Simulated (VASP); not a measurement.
# HfO2 (P-3m1) in VASP: notebook

The runs below take HfO2 through single point, with PBEsol, LDA, PBE.

All numbers are computed with VASP 6.6.1; they aren't measurements. Logs are shortened: lines on timing, memory, paths and dates and some standing lists are left out, and cuts for length are marked.

## Step 1: The cell of the first run

It takes space group P-3m1 (No. 164, trigonal). Conventional cell: a = 3.252 Å, b = 3.252 Å, c = 5.602 Å, α = 90.00°, β = 90.00°, γ = 120.00°. Within 2.8 Å of Hf (site symmetry -3m) lie 6 O at 2.11 Å. Within 2.8 Å of O (site symmetry 3m) lie 3 Hf at 2.11 Å and 3 O at 2.70 Å.

## Step 2: Single point, PBEsol

INCAR

```
PREC     = Accurate       # precision mode
ENCUT    = 520            # plane-wave cutoff, eV
EDIFF    = 1E-6           # SCF threshold, eV
ISMEAR   = 0              # smearing method
SIGMA    = 0.05           # smearing width, eV
LREAL    = F              # projectors in reciprocal space
LASPH    = T              # aspherical terms in the spheres
NELM     = 100            # most SCF steps
ALGO     = Normal         # electronic algorithm
ISIF     = 2              # what is computed and relaxed
LWAVE    = F              # write WAVECAR
LCHARG   = F              # write CHGCAR
GGA      = PS             # functional
NBANDS   = 18             # bands
```

KPOINTS

```
regular mesh
0
Gamma
  12 12 6
```

POSCAR

```
HfO2
1.0
    3.2522111955      0.0000000000      0.0000000000
   -1.6261055978      2.8164975138      0.0000000000
    0.0000000000      0.0000000000      5.6017024625
Hf O
1 2
Direct
    0.0000000000      0.0000000000      0.0000000000
    0.3333333333      0.6666666667      0.1731211689
    0.6666666667      0.3333333333      0.8268788311
```

Potentials or basis: VASP PAW PBE potentials, release 64 (Hf_pv, O).

Launch:

```sh
$ cat potpaw_PBE.64/Hf_pv/POTCAR potpaw_PBE.64/O/POTCAR > POTCAR
$ mpirun -np 1 vasp_std > vasp.out
```

OUTCAR:

```text
PREC = Accurate
   ENCUT = 520
   EDIFF = 1E-6
   ISMEAR = 0
   LREAL = F
   LASPH = T
   NELM = 100
   ISIF = 2
   GGA = PS

 ion  position               nearest neighbor table
   1  0.000  0.000  0.000-   2 2.11   3 2.11   3 2.11   2 2.11   3 2.11   2 2.11
   2  0.333  0.667  0.173-   1 2.11   1 2.11   1 2.11
   3  0.667  0.333  0.827-   1 2.11   1 2.11   1 2.11

  LATTYP: Found a hexagonal cell.
 ALAT       =     3.2522111955
 C/A-ratio  =     1.7224288725

  Lattice vectors:

 A1 = (   3.2522111955,   0.0000000000,   0.0000000000)
 A2 = (  -1.6261055978,   2.8164975138,   0.0000000000)
 A3 = (   0.0000000000,   0.0000000000,   5.6017024625)

Analysis of symmetry for initial positions (statically):
=====================================================================
 Subroutine PRICEL returns:
 Original cell was already a primitive cell.

 Routine SETGRP: Setting up the symmetry group for a
 hexagonal supercell.

 Subroutine GETGRP returns: Found 12 space group operations
 (whereof 12 operations were pure point group operations)
 out of a pool of 24 trial point group operations.

The static configuration has the point symmetry D_3d.

Analysis of symmetry for dynamics (positions and initial velocities):
=====================================================================
 Subroutine PRICEL returns:
 Original cell was already a primitive cell.

 Routine SETGRP: Setting up the symmetry group for a
 hexagonal supercell.

 Subroutine GETGRP returns: Found 12 space group operations
 (whereof 12 operations were pure point group operations)
 out of a pool of 24 trial point group operations.

The dynamic configuration has the point symmetry D_3d.

 Subroutine INISYM returns: Found 12 space group operations
 (whereof 12 operations are pure point group operations),
 and found     1 'primitive' translations

----------------------------------------------------------------------------------------

                                     Primitive cell

  volume of cell :      51.3107

  direct lattice vectors                    reciprocal lattice vectors
     3.252211196  0.000000000  0.000000000     0.307483106  0.177525454  0.000000000
    -1.626105598  2.816497514  0.000000000     0.000000000  0.355050908  0.000000000
     0.000000000  0.000000000  5.601702462     0.000000000  0.000000000  0.178517157

  length of vectors
     3.252211196  3.252211196  5.601702462     0.355050908  0.355050908  0.178517157

  position of ions in fractional coordinates (direct lattice)
     0.000000000  0.000000000  0.000000000
     0.333333333  0.666666667  0.173121169
     0.666666667  0.333333333  0.826878831

  ion indices of the primitive-cell ions
   primitive index   ion index
                 1           1
                 2           2
                 3           3

----------------------------------------------------------------------------------------

 KPOINTS: regular mesh

Automatic generation of k-mesh.
 Grid dimensions read from file:
 generate k-points for:   12   12    6

 Generating k-lattice:

  Cartesian coordinates                     Fractional coordinates (reciprocal lattice)
     0.025623592  0.014793788  0.000000000     0.083333333  0.000000000  0.000000000
     0.000000000  0.029587576  0.000000000     0.000000000  0.083333333  0.000000000
     0.000000000  0.000000000  0.029752860     0.000000000  0.000000000  0.166666667

  Length of vectors
     0.029587576  0.029587576  0.029752860

  Shift w.r.t. Gamma in fractional coordinates (k-lattice)
     0.000000000  0.000000000  0.000000000

 Subroutine IBZKPT returns following result:
 ===========================================

 Found    100 irreducible k-points:

 Following reciprocal coordinates:
            Coordinates               Weight
  0.000000  0.000000  0.000000      1.000000
  0.083333  0.000000  0.000000      6.000000
  0.166667  0.000000  0.000000      6.000000
  0.250000  0.000000  0.000000      6.000000
  0.333333  0.000000  0.000000      6.000000
  0.416667  0.000000  0.000000      6.000000
[... 16 lines left out ...]
  0.166667  0.000000  0.166667      6.000000
  0.000000  0.166667  0.166667      6.000000
 [... further k-points ...]
   k-points           NKPTS =    100   k-points in BZ     NKDIM =    100   number of bands    NBANDS=     18
   number of dos      NEDOS =    301   number of ions     NIONS =      3
   total plane-waves  NPLWV =  24192
   dimension x,y,z NGX =    24 NGY =   24 NGZ =   42
   dimension x,y,z NGXF=    48 NGYF=   48 NGZF=   84
   ions per type =               1   2
   NGX,Y,Z   is equivalent  to a cutoff of  12.27, 12.27, 12.46 a.u.
   NGXF,Y,Z  is equivalent  to a cutoff of  24.54, 24.54, 24.93 a.u.
 SYSTEM =  unknown system
   PREC   = accura    normal or accurate (medium, high low for compatibility)
   ISTART =      0    job   : 0-new  1-cont  2-samecut
   ICHARG =      2    charge: 1-file 2-atom 10-const
   ISPIN  =      1    spin polarized calculation?
   LNONCOLLINEAR =      F non collinear calculations
   LSORBIT =      F    spin-orbit coupling
   LASPH  =      T    aspherical Exc in radial PAW
   ENCUT  =  520.0 eV  38.22 Ry    6.18 a.u.   6.05  6.05 10.42*2*pi/ulx,y,z
   NELM   =    100;   NELMIN=  2; NELMDL= -5     # of ELM steps
   EDIFF  = 0.1E-05   stopping-criterion for ELM
   LREAL  =      F    real-space projection
   EDIFFG = 0.1E-04   stopping-criterion for IOM
   NSW    =      0    number of steps for IOM
   IBRION =     -1    ionic relax: 0-MD 1-quasi-New 2-CG
   NFREE  =      0    steps in history (QN), initial steepest desc. (CG)
   ISIF   =      2    stress and relaxation
   ISYM   =      2    0-nonsym 1-usesym 2-fastsym
   POTIM  = 0.5000    time-step for ionic-motion
   TEBEG  =    0.0;   TEEND  =   0.0 temperature during run
   PSTRESS=    0.0 pullay stress
   NELECT =      22.0000    total number of electrons
   NUPDOWN=      -1.0000    fix difference up-down
   EMIN   =  10.00;   EMAX   =-10.00  energy-range for DOS
   EFERMI =   0.00;   METHOD = LEGACY
   ISMEAR =     0;   SIGMA  =   0.05  broadening in eV -4-tet -1-fermi 0-gaus
   EFERMI_NEDOS =   21; number of points for ismear=-14 and -15
   IALGO  =     38    algorithm
   IMIX   =      4    mixing-type and parameters
     AMIX     =   0.40;   BMIX     =  1.00
     AMIX_MAG =   1.60;   BMIX_MAG =  1.00
  volume/ion in A,a.u.               =      17.10       115.42
  Fermi-wavevector in a.u.,A,eV,Ry     =   1.234468  2.332805 20.734056  1.523910
  Thomas-Fermi vector in A             =   2.369156
   LORBIT       =      0    0 simple, 1 ext, 2 COOP (PROOUT), +10 PAW based schemes
   GGA     = PS    functional components
   LHFCALC =     F    Hartree Fock is set to
   AEXX    =    0.0000 exact exchange contribution
   IVDW    =     0    specifies the selected vdW correction
   LEPSILON=     F    determine dielectric tensor
   LRPA    =     F    only Hartree local field effects (RPA)
 non-spin polarized calculation
 Gauss-broadening in eV      SIGMA  =   0.05
  energy-cutoff  :      520.00
  volume of cell :       51.31
 maximum number of plane-waves:      1406
   NGX = 13   NGY = 13   NGZ = 21

 number of electron      22.0000012 magnetization

 Free energy of the ion-electron system (eV)
  ---------------------------------------------------
  ext. energy  EPLUGINS =         0.00000000
  ---------------------------------------------------
  free energy    TOTEN  =       -30.98074945 eV

  energy without entropy =      -30.98074945  energy(sigma->0) =      -30.98074945

 E-fermi :  -0.5395     XC(G=0):  -8.9546

 val. band max:       -0.8302812762   @ k =   0.1667   0.1667   0.0000
 cond. band min:       3.8720303072   @ k =   0.5000   0.0000   0.0000
 fundamental gap:      4.7023115834
 Fermi energy:        -0.5395174268

 k-point     1 :       0.0000    0.0000    0.0000
  band No.  band energies     occupation
      1     -29.9142      2.00000
      2     -29.4539      2.00000
      3     -29.4539      2.00000
      4     -17.8519      2.00000
      5     -15.9600      2.00000
      6      -4.4350      2.00000
[... 10 lines left out ...]
     17       9.8409      0.00000
     18       9.8409      0.00000

 k-point     2 :       0.0833    0.0000    0.0000
  band No.  band energies     occupation
      1     -29.9033      2.00000
      2     -29.5107      2.00000
      3     -29.4638      2.00000
      4     -17.7414      2.00000
      5     -16.0289      2.00000
      6      -4.3930      2.00000
[... 10 lines left out ...]
     17       9.8161      0.00000
     18      10.3437      0.00000

 k-point     3 :       0.1667    0.0000    0.0000
  band No.  band energies     occupation
      1     -29.8739      2.00000
      2     -29.6610      2.00000
      3     -29.4909      2.00000
      4     -17.4484      2.00000
      5     -16.2038      2.00000
      6      -4.2843      2.00000
[... 10 lines left out ...]
     17       9.7707      0.00000
     18      11.1234      0.00000

 k-point     4 :       0.2500    0.0000    0.0000
  band No.  band energies     occupation
      1     -29.8730      2.00000
      2     -29.8174      2.00000
      3     -29.5276      2.00000
      4     -17.1023      2.00000
      5     -16.3765      2.00000
      6      -4.2419      2.00000
[... 375 lines left out ...]
      4     -17.7382      2.00000
      5     -16.0334      2.00000
      6      -4.4016      2.00000
[... 10 lines left out ...]
     17       9.8183      0.00000
     18      10.0575      0.00000

 k-point    23 :       0.1667    0.0000    0.1667
  band No.  band energies     occupation
      1     -29.8740      2.00000
      2     -29.6610      2.00000
      3     -29.4909      2.00000
      4     -17.4447      2.00000
      5     -16.2084      2.00000
      6      -4.2821      2.00000
[... 10 lines left out ...]
     17       9.7866      0.00000
     18      10.6701      0.00000

 k-point    24 :       0.0000    0.1667    0.1667
  band No.  band energies     occupation
      1     -29.8739      2.00000
      2     -29.6610      2.00000
      3     -29.4909      2.00000
      4     -17.4458      2.00000
      5     -16.2068      2.00000
      6      -4.3171      2.00000
[... 10 lines left out ...]
     17       9.7681      0.00000
     18      10.3504      0.00000

 [... further k-points ...]

------------------------ aborting loop because EDIFF is reached ----------------------------------------

  FORCE on cell =-STRESS in cart. coord.  units (eV):
  Direction    XX          YY          ZZ          XY          YZ          ZX
  --------------------------------------------------------------------------------------
  -------------------------------------------------------------------------------------
  Total       -2.4028576     -2.4028576     -1.0864235      0.0000000     -0.0000000      0.0000000
  in kB      -75.0292256    -75.0292256    -33.9235719      0.0000000     -0.0000000      0.0000000
  external PRESSURE =     -61.3273411 kB  Pullay stress =       0.0000000 kB

 VOLUME and BASIS-vectors are now :
 -----------------------------------------------------------------------------
  energy-cutoff  :      520.00
  volume of cell :       51.31
      direct lattice vectors                 reciprocal lattice vectors
     3.252211196  0.000000000  0.000000000     0.307483106  0.177525454  0.000000000
    -1.626105598  2.816497514  0.000000000     0.000000000  0.355050908  0.000000000
     0.000000000  0.000000000  5.601702462     0.000000000  0.000000000  0.178517157

 POSITION                                       TOTAL-FORCE (eV/Angst)
 -----------------------------------------------------------------------------------
      0.00000      0.00000      0.00000         0.000000      0.000000      0.000000
     -0.00000      1.87767      0.96977        -0.000000      0.000000     -0.531177
      1.62611      0.93883      4.63193         0.000000     -0.000000      0.531177
 -----------------------------------------------------------------------------------
    total drift:                                0.000000     -0.000000      0.000000

  FREE ENERGIE OF THE ION-ELECTRON SYSTEM (eV)
  ---------------------------------------------------
  free  energy   TOTEN  =       -30.9807494510 eV

  energy  without entropy=      -30.9807494510  energy(sigma->0) =      -30.98074945
```

Run time: 89 s. Hardware: 1 thread of AMD EPYC 7R13, shared host; peak memory 0.2 GiB.

Results:

```
Free energy            : -30.9807 eV
Pressure               : -6.1 GPa
Largest force          : 0.531 eV/Å
Band gap on the k mesh : 4.70 eV (least direct gap 4.93 eV)
```

Forces on the atoms (eV/Å):
```
Hf   0.000  0.000  0.000
O    0.000  0.000 -0.531
O    0.000  0.000  0.531
```

Levels at points of the mesh, in eV from the valence-band top:
| k point | band 8 | band 9 | band 10 | band 11 | band 12 | band 13 | band 14 | band 15 |
| --- | --- | --- | --- | --- | --- | --- | --- | --- |
| (0.00, 0.00, 0.00) | -3.34 | -0.45 | -0.28 | -0.28 | 5.02 | 5.02 | 5.13 | 7.58 |
| (0.50, 0.00, 0.00) | -1.81 | -1.33 | -1.03 | -0.52 | 4.70 | 5.86 | 7.01 | 9.71 |
| (0.00, 0.00, 0.50) | -3.11 | -0.86 | -0.29 | -0.29 | 5.00 | 5.00 | 5.79 | 7.74 |
| (0.50, 0.00, 0.50) | -1.90 | -1.27 | -1.01 | -0.36 | 4.77 | 5.99 | 7.00 | 9.52 |

Caveat: the cell stands under tension; the PAW data sets were made with another functional, which shifts forces and pressure a little; spin-orbit coupling is left out, which moves the levels of the heavy elements. A k mesh can miss the band edges.

## Step 3: Single point, LDA

INCAR

```
SYSTEM = HfO2
  PREC = Accurate
  ENCUT = 520
  EDIFF = 1E-6
  ISMEAR = 0
  SIGMA = 0.05
  LREAL = .False.
  LASPH = .True.
  NELM = 60
  ALGO = Normal
  ISIF = 2
  LWAVE = .False.
  LCHARG = .False.
  GGA = CA
  NBANDS = 18
```

KPOINTS

```
Automatic mesh
0
Gamma
  12 12 6
  0 0 0
```

POSCAR is that of step 2.

Potentials or basis: VASP PAW LDA potentials, release 64 (Hf_pv, O).

Launch:

```sh
$ cat potpaw_LDA.64/Hf_pv/POTCAR potpaw_LDA.64/O/POTCAR > POTCAR
$ mpirun -np 1 vasp_std > vasp.out
```

Wall time 98 s (1 thread of AMD EPYC 7R13, shared host); peak memory 0.18 GiB.

It converged, with:

* Free energy: -32.1361 eV
* Pressure: -9.6 GPa
* Largest force: 0.874 eV/Å
* Band gap on the k mesh: 4.61 eV (least direct gap 4.86 eV)

Forces on the atoms (eV/Å):
```
Hf   0.000  0.000  0.000
O    0.000  0.000 -0.874
O    0.000  0.000  0.874
```

Stress tensor (GPa, compression positive):
```
-11.42   0.00   0.00
  0.00 -11.42   0.00
  0.00   0.00  -5.93
```

Levels at points of the mesh, in eV from the valence-band top:
| k point | band 7 | band 8 | band 9 | band 10 | band 11 | band 12 | band 13 | band 14 | band 15 | band 16 |
| --- | --- | --- | --- | --- | --- | --- | --- | --- | --- | --- |
| (0.00, 0.00, 0.00) | -3.61 | -3.35 | -0.47 | -0.28 | -0.28 | 4.93 | 4.93 | 5.03 | 7.47 | 9.83 |
| (0.50, 0.00, 0.00) | -2.55 | -1.79 | -1.34 | -1.01 | -0.52 | 4.61 | 5.77 | 6.91 | 9.69 | 10.22 |
| (0.00, 0.00, 0.50) | -3.61 | -3.10 | -0.90 | -0.28 | -0.28 | 4.92 | 4.92 | 5.70 | 7.52 | 8.51 |
| (0.50, 0.00, 0.50) | -2.56 | -1.88 | -1.27 | -1.00 | -0.36 | 4.69 | 5.90 | 6.91 | 9.48 | 10.01 |

Caveat: the stress differs along the axes, from -11 to -6 GPa; spin-orbit coupling is left out, which moves the levels of the heavy elements. A k mesh can miss the band edges.

## Step 4: Single point, PBE (17.45 Å³/atom)

This run uses another cell than the first one, of 17.45 Å³/atom.

INCAR

```
PREC = Accurate ; ENCUT = 520
EDIFF = 1E-6 ; ISMEAR = 0
SIGMA = 0.05 ; LREAL = F
LASPH = T ; NELM = 100
ALGO = Normal ; ISIF = 2
LWAVE = F ; LCHARG = F
GGA = PE ; NBANDS = 18
```

KPOINTS

```
Automatic mesh
0
Gamma
  12 12 6
```

POSCAR

```
HfO2
1.0
    3.2531707814      0.0000000000      0.0000000000
   -1.6265853907      2.8173285396      0.0000000000
    0.0000000000      0.0000000000      5.7103662537
Hf O
1 2
Direct
    0.0000000000      0.0000000000      0.0000000000
    0.3333333333      0.6666666667      0.1697637142
    0.6666666667      0.3333333333      0.8302362858
```

Potentials or basis: VASP PAW PBE potentials, release 64 (Hf_pv, O).

Launch:

```sh
$ cat potpaw_PBE.64/Hf_pv/POTCAR potpaw_PBE.64/O/POTCAR > POTCAR
$ mpirun -np 1 vasp_std > vasp.out
```

Wall time 97 s (1 thread of AMD EPYC 7R13, shared host); peak memory 0.2 GiB.

It converged, with:

```yaml
Free_energy: -29.8370 eV
Pressure: -2.1 GPa
Largest_force: 0.199 eV/Å
Band_gap_on_the_k_mesh: 4.78 eV (least direct gap 5.01 eV)
```

Forces in eV/Å, atoms in the order of the input:
```
Hf   0.000  0.000  0.000
O    0.000  0.000 -0.199
O    0.000  0.000  0.199
```

Stress tensor (GPa, compression positive):
```
-2.46  0.00  0.00
 0.00 -2.46  0.00
 0.00  0.00 -1.30
```

Levels at points of the mesh, in eV from the valence-band top:
| k point | band 8 | band 9 | band 10 | band 11 | band 12 | band 13 | band 14 | band 15 |
| --- | --- | --- | --- | --- | --- | --- | --- | --- |
| (0.00, 0.00, 0.00) | -3.29 | -0.47 | -0.28 | -0.28 | 5.09 | 5.09 | 5.20 | 7.55 |
| (0.50, 0.00, 0.00) | -1.79 | -1.30 | -1.02 | -0.50 | 4.78 | 5.92 | 7.05 | 9.71 |
| (0.00, 0.00, 0.50) | -3.09 | -0.83 | -0.28 | -0.28 | 5.08 | 5.08 | 5.85 | 7.64 |
| (0.50, 0.00, 0.50) | -1.86 | -1.25 | -1.00 | -0.37 | 4.84 | 6.03 | 7.05 | 9.52 |

Caveat: spin-orbit coupling is left out, which moves the levels of the heavy elements.

[end of part 1 of 2]
